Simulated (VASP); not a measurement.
# Tm2GeF2 in VASP: a series of runs

The runs below take Tm2GeF2 through single point, with PBE.

All numbers are computed with VASP 6.6.1; they aren't measurements. Logs are shortened: lines on timing, memory, paths and dates and some standing lists are left out, and cuts for length are marked.

## (1) The cell of the first run

The typed cell holds 10 atoms: a = 4.083 Å, b = 6.382 Å, c = 7.344 Å, α = 91.01°, β = 91.35°, γ = 92.25°.

## (2) Single point, PBE

INCAR reads:

```
ALGO = Normal ; EDIFF = 1E-6
ENCUT = 600 ; GGA = PE
GGA_COMPAT = False ; ISIF = 2
ISMEAR = 0 ; KPAR = 4
LASPH = True ; LCHARG = True
LMAXMIX = 6 ; LREAL = False
LVHAR = True ; LWAVE = False
NBANDS = 57 ; NELM = 200
PREC = Accurate ; SIGMA = 0.02
```

KPOINTS reads:

```
k-points
0
Gamma
  10 6 6
```

POSCAR reads:

```
Tm2GeF2
1.0
    4.0834877146     -0.0026950353     -0.0016969811
   -0.2467535466      6.3777175257      0.0063457328
   -0.1697831377     -0.1434198401      7.3407174014
Tm Ge F
4 2 4
Direct
    0.7022841757      0.7710790394      0.0580371161
    0.2594876502      0.7450325439      0.5859369196
    0.2977158243      0.2289209606      0.9419628839
    0.7405123498      0.2549674561      0.4140630804
    0.7721630602      0.0318079530      0.7481587816
    0.2278369398      0.9681920470      0.2518412184
    0.3042721113      0.5636695534      0.8617256199
    0.7553146257      0.5891809998      0.5517227186
    0.6957278887      0.4363304466      0.1382743801
    0.2446853743      0.4108190002      0.4482772814
```

Potentials or basis: VASP PAW PBE potentials, release 64 (Tm_3, Ge_d, F), 4f in core.

On the command line:

```console
> cat potpaw_PBE.64/Tm_3/POTCAR potpaw_PBE.64/Ge_d/POTCAR potpaw_PBE.64/F/POTCAR > POTCAR
> mpirun -np 4 vasp_std > vasp.out
```

OUTCAR:

```text
EDIFF = 1E-6
   ENCUT = 600
   GGA = PE
   ISIF = 2
   ISMEAR = 0
   LASPH = True
   LREAL = False
   NELM = 200
   PREC = Accurate

 ion  position               nearest neighbor table
   1  0.702  0.771  0.058-   9 2.23   7 2.48   6 2.76   6 2.79   5 2.86   3 3.52
   2  0.259  0.745  0.586-   8 2.26   8 2.31  10 2.34   7 2.36   6 2.86   5 2.94   5 3.01
   3  0.298  0.229  0.942-   7 2.23   9 2.48   5 2.76   5 2.79   6 2.86   1 3.52
   4  0.741  0.255  0.414-  10 2.26  10 2.31   8 2.34   9 2.36   5 2.86   6 2.94   6 3.01
   5  0.772  0.032  0.748-   3 2.76   3 2.79   1 2.86   4 2.86   2 2.94   2 3.01
   6  0.228  0.968  0.252-   1 2.76   1 2.79   3 2.86   2 2.86   4 2.94   4 3.01
   7  0.304  0.564  0.862-   3 2.23   2 2.36   1 2.48
   8  0.755  0.589  0.552-   2 2.26   2 2.31   4 2.34
   9  0.696  0.436  0.138-   1 2.23   4 2.36   3 2.48
  10  0.245  0.411  0.448-   4 2.26   4 2.31   2 2.34

  LATTYP: Found a triclinic cell.
 ALAT       =     7.4405283710
 B/A-ratio  =     0.5488170669
 C/A-ratio  =     0.9870375807
 COS(alpha) =     0.0235208490
 COS(beta)  =     0.0280286339
 COS(gamma) =     0.5150875675

  Lattice vectors:

 A1 = (   3.8367341680,   6.3750224904,   0.0046487517)
 A2 = (   4.0834877146,  -0.0026950353,  -0.0016969811)
 A3 = (   0.1697831377,   0.1434198401,  -7.3407174014)

Analysis of symmetry for initial positions (statically):
=====================================================================
 Subroutine PRICEL returns:
 Original cell was already a primitive cell.

 Routine SETGRP: Setting up the symmetry group for a
 triclinic supercell.

 Subroutine GETGRP returns: Found  2 space group operations
 (whereof  2 operations were pure point group operations)
 out of a pool of  2 trial point group operations.

The static configuration has the point symmetry S_2 .

Analysis of symmetry for dynamics (positions and initial velocities):
=====================================================================
 Subroutine PRICEL returns:
 Original cell was already a primitive cell.

 Routine SETGRP: Setting up the symmetry group for a
 triclinic supercell.

 Subroutine GETGRP returns: Found  2 space group operations
 (whereof  2 operations were pure point group operations)
 out of a pool of  2 trial point group operations.

The dynamic configuration has the point symmetry S_2 .

 Subroutine INISYM returns: Found  2 space group operations
 (whereof  2 operations are pure point group operations),
 and found     1 'primitive' translations

----------------------------------------------------------------------------------------

                                     Primitive cell

  volume of cell :     191.1737

  direct lattice vectors                    reciprocal lattice vectors
     4.083487715 -0.002695035 -0.001696981     0.244897381  0.009469247  0.005849227
    -0.246753547  6.377717526  0.006345733     0.000104757  0.156796909  0.003065855
    -0.169783138 -0.143419840  7.340717401     0.000056523 -0.000133355  0.136225169

  length of vectors
     4.083488957  6.382492336  7.344081122     0.245150173  0.156826914  0.136225246

  position of ions in fractional coordinates (direct lattice)
     0.702284176  0.771079039  0.058037116
     0.259487650  0.745032544  0.585936920
     0.297715824  0.228920961  0.941962884
     0.740512350  0.254967456  0.414063080
     0.772163060  0.031807953  0.748158782
     0.227836940  0.968192047  0.251841218
     0.304272111  0.563669553  0.861725620
     0.755314626  0.589181000  0.551722719
     0.695727889  0.436330447  0.138274380
     0.244685374  0.410819000  0.448277281

  ion indices of the primitive-cell ions
   primitive index   ion index
                 1           1
                 2           2
                 3           3
                 4           4
                 5           5
                 6           6
                 7           7
                 8           8
                 9           9
                10          10

----------------------------------------------------------------------------------------

 KPOINTS: k-points

Automatic generation of k-mesh.
 Grid dimensions read from file:
 generate k-points for:   10    6    6

 Generating k-lattice:

  Cartesian coordinates                     Fractional coordinates (reciprocal lattice)
     0.024489738  0.000946925  0.000584923     0.100000000 -0.000000000  0.000000000
     0.000017460  0.026132818  0.000510976     0.000000000  0.166666667 -0.000000000
     0.000009421 -0.000022226  0.022704195    -0.000000000  0.000000000  0.166666667

  Length of vectors
     0.024515017  0.026137819  0.022704208

  Shift w.r.t. Gamma in fractional coordinates (k-lattice)
     0.000000000  0.000000000  0.000000000

 Subroutine IBZKPT returns following result:
 ===========================================

 Found    184 irreducible k-points:

 Following reciprocal coordinates:
            Coordinates               Weight
  0.000000  0.000000  0.000000      1.000000
  0.100000 -0.000000 -0.000000      2.000000
  0.200000 -0.000000 -0.000000      2.000000
  0.300000  0.000000  0.000000      2.000000
  0.400000 -0.000000  0.000000      2.000000
  0.500000  0.000000  0.000000      1.000000
[... 16 lines left out ...]
 -0.400000  0.333333  0.000000      2.000000
 -0.300000  0.333333  0.000000      2.000000
 [... further k-points ...]
   k-points           NKPTS =    184   k-points in BZ     NKDIM =    184   number of bands    NBANDS=     57
   number of dos      NEDOS =    301   number of ions     NIONS =     10
   total plane-waves  NPLWV = 116640
   dimension x,y,z NGX =    36 NGY =   54 NGZ =   60
   dimension x,y,z NGXF=    72 NGYF=  108 NGZF=  120
   ions per type =               4   2   4
   NGX,Y,Z   is equivalent  to a cutoff of  14.66, 14.07, 13.58 a.u.
   NGXF,Y,Z  is equivalent  to a cutoff of  29.31, 28.13, 27.16 a.u.
 SYSTEM =  unknown system
   PREC   = accura    normal or accurate (medium, high low for compatibility)
   ISTART =      0    job   : 0-new  1-cont  2-samecut
   ICHARG =      2    charge: 1-file 2-atom 10-const
   ISPIN  =      1    spin polarized calculation?
   LNONCOLLINEAR =      F non collinear calculations
   LSORBIT =      F    spin-orbit coupling
   LASPH  =      T    aspherical Exc in radial PAW
   ENCUT  =  600.0 eV  44.10 Ry    6.64 a.u.   8.16 12.75 14.67*2*pi/ulx,y,z
   NELM   =    200;   NELMIN=  2; NELMDL= -5     # of ELM steps
   EDIFF  = 0.1E-05   stopping-criterion for ELM
   LREAL  =      F    real-space projection
   EDIFFG = 0.1E-04   stopping-criterion for IOM
   NSW    =      0    number of steps for IOM
   IBRION =     -1    ionic relax: 0-MD 1-quasi-New 2-CG
   NFREE  =      0    steps in history (QN), initial steepest desc. (CG)
   ISIF   =      2    stress and relaxation
   ISYM   =      2    0-nonsym 1-usesym 2-fastsym
   POTIM  = 0.5000    time-step for ionic-motion
   TEBEG  =    0.0;   TEEND  =   0.0 temperature during run
   PSTRESS=    0.0 pullay stress
   NELECT =      92.0000    total number of electrons
   NUPDOWN=      -1.0000    fix difference up-down
   EMIN   =  10.00;   EMAX   =-10.00  energy-range for DOS
   EFERMI =   0.00;   METHOD = LEGACY
   ISMEAR =     0;   SIGMA  =   0.02  broadening in eV -4-tet -1-fermi 0-gaus
   EFERMI_NEDOS =   21; number of points for ismear=-14 and -15
   IALGO  =     38    algorithm
   IMIX   =      4    mixing-type and parameters
     AMIX     =   0.40;   BMIX     =  1.00
     AMIX_MAG =   1.60;   BMIX_MAG =  1.00
  volume/ion in A,a.u.               =      19.12       129.01
  Fermi-wavevector in a.u.,A,eV,Ry     =   1.282906  2.424340 22.393109  1.645847
  Thomas-Fermi vector in A             =   2.415190
   LORBIT       =      0    0 simple, 1 ext, 2 COOP (PROOUT), +10 PAW based schemes
   GGA     = PE    functional components
   LHFCALC =     F    Hartree Fock is set to
   AEXX    =    0.0000 exact exchange contribution
   IVDW    =     0    specifies the selected vdW correction
   LEPSILON=     F    determine dielectric tensor
   LRPA    =     F    only Hartree local field effects (RPA)
 non-spin polarized calculation
 Gauss-broadening in eV      SIGMA  =   0.02
  energy-cutoff  :      600.00
  volume of cell :      191.17
 maximum number of plane-waves:      6404
 NGX is ok and might be reduce to    36
   NGX = 17   NGY = 25   NGZ = 29

 number of electron      92.0000015 magnetization

 Free energy of the ion-electron system (eV)
  ---------------------------------------------------
  ext. energy  EPLUGINS =         0.00000000
  ---------------------------------------------------
  free energy    TOTEN  =       -58.83641412 eV

  energy without entropy =      -58.83641412  energy(sigma->0) =      -58.83641412

 E-fermi :   3.7123     XC(G=0): -10.0115

 val. band max:        3.5593489561   @ k =   0.0000   0.5000   0.0000
 cond. band min:       4.1421625178   @ k =   0.5000   0.5000   0.5000
 fundamental gap:      0.5828135616
 Fermi energy:         3.7123220284

 k-point     1 :       0.0000    0.0000    0.0000
  band No.  band energies     occupation
      1     -23.2930      2.00000
      2     -23.1286      2.00000
      3     -22.9315      2.00000
      4     -22.3353      2.00000
      5     -22.3250      2.00000
      6     -22.2999      2.00000
[... 49 lines left out ...]
     56       7.3454      0.00000
     57       7.3609      0.00000

 k-point     2 :       0.1000   -0.0000   -0.0000
  band No.  band energies     occupation
      1     -23.2955      2.00000
      2     -23.1383      2.00000
      3     -22.9329      2.00000
      4     -22.4610      2.00000
      5     -22.3257      2.00000
      6     -22.2993      2.00000
[... 49 lines left out ...]
     56       7.4091      0.00000
     57       7.5439      0.00000
[... 1258 lines left out ...]
     56       7.5631      0.00000
     57       7.7003      0.00000

 k-point    24 :      -0.3000    0.3333    0.0000
  band No.  band energies     occupation
      1     -23.3293      2.00000
      2     -23.1616      2.00000
      3     -22.9760      2.00000
      4     -22.9358      2.00000
      5     -22.3160      2.00000
      6     -22.2901      2.00000
[... 49 lines left out ...]
     56       7.5825      0.00000
     57       7.7218      0.00000

 [... further k-points ...]

------------------------ aborting loop because EDIFF is reached ----------------------------------------

  FORCE on cell =-STRESS in cart. coord.  units (eV):
  Direction    XX          YY          ZZ          XY          YZ          ZX
  --------------------------------------------------------------------------------------
  -------------------------------------------------------------------------------------
  Total        0.1918422      0.4984519     -0.0212114      0.0196784     -0.0875174     -0.0102940
  in kB        1.6077804      4.1773970     -0.1777674      0.1649197     -0.7334605     -0.0862713
  external PRESSURE =       1.8691367 kB  Pullay stress =       0.0000000 kB

 VOLUME and BASIS-vectors are now :
 -----------------------------------------------------------------------------
  energy-cutoff  :      600.00
  volume of cell :      191.17
      direct lattice vectors                 reciprocal lattice vectors
     4.083487715 -0.002695035 -0.001696981     0.244897381  0.009469247  0.005849227
    -0.246753547  6.377717526  0.006345733     0.000104757  0.156796909  0.003065855
    -0.169783138 -0.143419840  7.340717401     0.000056523 -0.000133355  0.136225169

 POSITION                                       TOTAL-FORCE (eV/Angst)
 -----------------------------------------------------------------------------------
      2.66765      4.90751      0.42974        -0.011188      0.061883     -0.025240
      0.77629      4.66687      4.30548         0.022752      0.038818     -0.006032
      0.99930      1.32409      6.91563         0.011188     -0.061883      0.025240
      2.89066      1.56473      3.03988        -0.022752     -0.038818      0.006032
      3.01824      0.09348      5.49091        -0.002838      0.015002      0.004873
      0.64871      6.13812      1.85445         0.002838     -0.015002     -0.004873
      0.95710      3.47052      6.32874         0.012569      0.088183     -0.008329
      2.84526      3.67647      4.05250        -0.025415     -0.023216     -0.001250
      2.70985      2.76109      1.01662        -0.012569     -0.088183      0.008329
      0.82169      2.55514      3.29287         0.025415      0.023216      0.001250
 -----------------------------------------------------------------------------------
    total drift:                                0.000000      0.000000      0.000000

  FREE ENERGIE OF THE ION-ELECTRON SYSTEM (eV)
  ---------------------------------------------------
  free  energy   TOTEN  =       -58.8364141213 eV

  energy  without entropy=      -58.8364141213  energy(sigma->0) =      -58.83641412
```

Wall time 10 min (4 MPI ranks of Intel Xeon Platinum 8375C at 2.90GHz (Ice Lake), shared host); peak memory 1.8 GiB.

What came out:

* Free energy: -58.8364 eV
* Pressure: 0.2 GPa
* Largest force: 0.089 eV/Å
* Band gap on the k mesh: 0.58 eV (least direct gap 0.99 eV)

Forces on the atoms (eV/Å):
```
Tm  -0.011  0.062 -0.025
Tm   0.023  0.039 -0.006
Tm   0.011 -0.062  0.025
Tm  -0.023 -0.039  0.006
Ge  -0.003  0.015  0.005
Ge   0.003 -0.015 -0.005
F    0.013  0.088 -0.008
F   -0.025 -0.023 -0.001
F   -0.013 -0.088  0.008
F    0.025  0.023  0.001
```

Caveat: spin-orbit coupling is left out, which moves the levels of the heavy elements; the 4f electrons are frozen in the core, so they carry no moment and show no levels. Spin polarisation is off, so any magnetic state and its effect on volume and gap are missing.

[end of part 1 of 2]
